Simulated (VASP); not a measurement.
# Mo6C in VASP: a series of runs, part 2 of 2

VASP 6.6.1.

### 4 Single point, PBE

INCAR reads:

```
SYSTEM = Mo6C
PREC = Accurate
ENCUT = 520
EDIFF = 1E-6
ISMEAR = 0
SIGMA = 0.1
LREAL = .False.
LASPH = .True.
NELM = 60
ALGO = Normal
ISIF = 2
LWAVE = .False.
LCHARG = .False.
LDIPOL = .True.
IDIPOL = 3
DIPOL = 0.5 0.5 0.331
GGA = PE
NBANDS = 53
```

KPOINTS reads:

```
Automatic mesh
0
Gamma
  6 6 1
  0 0 0
```

POSCAR reads:

```
Mo6C
1.0
    4.4695765307      0.0000000000      0.0000000000
   -2.2347882654      3.8707668198      0.0000000000
    0.0000000000      0.0000000000     19.7595667302
Mo C
6 1
Direct
    0.6666666667      0.3333333333      0.2024335885
    0.3333333333      0.6666666667      0.2486060831
    0.0000000000      0.0000000000      0.2947785778
    0.6666666667      0.3333333333      0.3368821123
    0.3333333333      0.6666666667      0.3779725567
    0.0000000000      0.0000000000      0.4180034331
    0.6666666667      0.3333333333      0.4364756994
```

Potentials or basis: VASP PAW PBE potentials, release 64 (Mo_sv, C).

Run with:

```console
cat potpaw_PBE.64/Mo_sv/POTCAR potpaw_PBE.64/C/POTCAR > POTCAR
mpirun -np 1 vasp_std > vasp.out
```

OUTCAR:

```text
SYSTEM = Mo6C
   PREC = Accurate
   ENCUT = 520
   EDIFF = 1E-6
   ISMEAR = 0
   LREAL = .False.
   LASPH = .True.
   NELM = 60
   ISIF = 2
   GGA = PE

 ion  position               nearest neighbor table
   1  0.667  0.333  0.202-   4 2.66   2 2.74   2 2.74   2 2.74   3 3.16   3 3.16   3 3.16
   2  0.333  0.667  0.249-   5 2.56   1 2.74   1 2.74   3 2.74   1 2.74   3 2.74   3 2.74   4 3.11
                             4 3.11   4 3.11
   3  0.000  0.000  0.295-   6 2.43   4 2.71   4 2.71   4 2.71   2 2.74   2 2.74   2 2.74   5 3.06
                             5 3.06   5 3.06   1 3.16   1 3.16   1 3.16
   4  0.667  0.333  0.337-   7 1.97   1 2.66   5 2.71   5 2.71   5 2.71   3 2.71   3 2.71   3 2.71
                             6 3.04   6 3.04   6 3.04   2 3.11   2 3.11   2 3.11
   5  0.333  0.667  0.378-   2 2.56   6 2.70   6 2.70   6 2.70   4 2.71   4 2.71   4 2.71   3 3.06
                             3 3.06   3 3.06
   6  0.000  0.000  0.418-   3 2.43   7 2.61   7 2.61   7 2.61   5 2.70   5 2.70   5 2.70   4 3.04
                             4 3.04   4 3.04
   7  0.667  0.333  0.436-   4 1.97   6 2.61   6 2.61   6 2.61

  LATTYP: Found a hexagonal cell.
 ALAT       =     4.4695765307
 C/A-ratio  =     4.4209035452

  Lattice vectors:

 A1 = (   4.4695765307,   0.0000000000,   0.0000000000)
 A2 = (  -2.2347882654,   3.8707668198,   0.0000000000)
 A3 = (   0.0000000000,   0.0000000000,  19.7595667302)

Analysis of symmetry for initial positions (statically):
=====================================================================
 Subroutine PRICEL returns:
 Original cell was already a primitive cell.

 Routine SETGRP: Setting up the symmetry group for a
 hexagonal supercell.

 Subroutine GETGRP returns: Found  6 space group operations
 (whereof  6 operations were pure point group operations)
 out of a pool of 24 trial point group operations.

The static configuration has the point symmetry C_3v.

Analysis of symmetry for dynamics (positions and initial velocities):
[... 133 lines left out ...]
   LRPA    =     F    only Hartree local field effects (RPA)
 non-spin polarized calculation
 Gauss-broadening in eV      SIGMA  =   0.10
  energy-cutoff  :      520.00
  volume of cell :      341.85
 maximum number of plane-waves:      9223
 NGX is ok and might be reduce to    36
   NGX = 17   NGY = 17   NGZ = 73

 dipolmoment           0.000000      0.000000     -0.030253 electrons x Angstroem

 number of electron      88.0000007 magnetization

 dipolmoment           0.000000      0.000000      0.123734 electrons x Angstroem

 Free energy of the ion-electron system (eV)
  ---------------------------------------------------
  ext. energy  EPLUGINS =         0.00000000
  ---------------------------------------------------
  free energy    TOTEN  =       -66.57649167 eV

  energy without entropy =      -66.54705864  energy(sigma->0) =      -66.56177515

 E-fermi :   0.7300     XC(G=0):  -4.9779

 val. band max:        0.6605470416   @ k =   0.5000  -0.0000   0.0000
 cond. band min:       0.7726384696   @ k =   0.5000  -0.0000   0.0000
 fundamental gap:      0.1120914280
 Fermi energy:         0.7300374516

 k-point     1 :       0.0000    0.0000    0.0000
  band No.  band energies     occupation
      1     -60.6531      2.00000
      2     -60.4223      2.00000
      3     -60.3826      2.00000
      4     -60.2692      2.00000
      5     -60.1125      2.00000
      6     -59.9674      2.00000
[... 381 lines left out ...]
     52       2.3639      0.00000
     53       2.3929      0.00000

------------------------ aborting loop because EDIFF is reached ----------------------------------------

 vacuum level on the upper side and lower side of the slab       (xc-potential included)         0.554        -0.639

  FORCE on cell =-STRESS in cart. coord.  units (eV):
  Direction    XX          YY          ZZ          XY          YZ          ZX
  --------------------------------------------------------------------------------------
  -------------------------------------------------------------------------------------
  Total       -8.0358833     -8.0358833      2.3310446      0.0000000      0.0000000      0.0000000
  in kB      -37.6620018    -37.6620018     10.9249726      0.0000000      0.0000000      0.0000000
  external PRESSURE =     -21.4663437 kB  Pullay stress =       0.0000000 kB

 VOLUME and BASIS-vectors are now :
 -----------------------------------------------------------------------------
  energy-cutoff  :      520.00
  volume of cell :      341.85
      direct lattice vectors                 reciprocal lattice vectors
     4.469576531  0.000000000  0.000000000     0.223734842  0.129173371  0.000000000
    -2.234788265  3.870766820  0.000000000     0.000000000  0.258346743  0.000000000
     0.000000000  0.000000000 19.759566730     0.000000000  0.000000000  0.050608397

 POSITION                                       TOTAL-FORCE (eV/Angst)
 -----------------------------------------------------------------------------------
      2.23479      1.29026      4.00000         0.000000      0.000000      1.319224
     -0.00000      2.58051      4.91235         0.000000     -0.000000     -0.647827
      0.00000      0.00000      5.82470        -0.000000      0.000000     -1.889871
      2.23479      1.29026      6.65664         0.000000     -0.000000     -1.653948
     -0.00000      2.58051      7.46857        -0.000000      0.000000      1.829519
      0.00000      0.00000      8.25957        -0.000000      0.000000      1.016843
      2.23479      1.29026      8.62457         0.000000      0.000000      0.026061
 -----------------------------------------------------------------------------------
    total drift:                               -0.000000      0.000000      0.000131

  FREE ENERGIE OF THE ION-ELECTRON SYSTEM (eV)
  ---------------------------------------------------
  free  energy   TOTEN  =       -66.5764916658 eV

  energy  without entropy=      -66.5470586420  energy(sigma->0) =      -66.56177515

 vacuum level on the upper side and lower side of the slab         5.520         4.227
```

OSZICAR:

```text
N       E                     dE             d eps       ncg     rms          rms(c)
DAV:   1     0.892210843344E+03    0.89221E+03   -0.54342E+04   950   0.146E+03
DAV:   2    -0.339597416658E+02   -0.92617E+03   -0.90647E+03   856   0.428E+02
DAV:   3    -0.723163901663E+02   -0.38357E+02   -0.37326E+02   965   0.753E+01
[... 23 lines left out ...]
DAV:  27    -0.665764472210E+02   -0.24818E-04   -0.36404E-06   703   0.713E-03    0.383E-03
DAV:  28    -0.665764744058E+02   -0.27185E-04   -0.20658E-06   578   0.368E-03    0.296E-03
DAV:  29    -0.665764842707E+02   -0.98649E-05   -0.10965E-06   570   0.290E-03    0.145E-03
DAV:  30    -0.665764907656E+02   -0.64948E-05   -0.83313E-07   575   0.249E-03    0.702E-04
DAV:  31    -0.665764916658E+02   -0.90023E-06   -0.11568E-07   506   0.108E-03
   1 F= -.66576492E+02 E0= -.66561775E+02  d E =-.294330E-01
```

stdout:

```text
POSCAR found type information on POSCAR MoC
 POSCAR found :  2 types and       7 ions
 scaLAPACK will be used
 LDA part: xc-table for (Slater+PW92), standard interpolation
 POSCAR, INCAR and KPOINTS ok, starting setup
 FFT: planning ... GRIDC
 FFT: planning ... GRID_SOFT
 FFT: planning ... GRID
 WAVECAR not read
 entering main loop
```

It took 2.9 min on 1 thread of Intel Xeon 6975P-C (Granite Rapids), shared host; peak memory 0.48 GiB.

Results:

| Property | Result |
| --- | --- |
| Free energy | -66.5765 eV |
| Largest force | 1.890 eV/Å |
| Band gap on the k mesh | zero (band 44 reaches 0.81 eV, above the bottom of band 45 at 0.63 eV) |

Forces in eV/Å, atoms in the order of the input:
```
Mo   0.000  0.000  1.319
Mo   0.000  0.000 -0.648
Mo   0.000  0.000 -1.890
Mo   0.000  0.000 -1.654
Mo   0.000  0.000  1.830
Mo   0.000  0.000  1.017
C    0.000  0.000  0.026
```
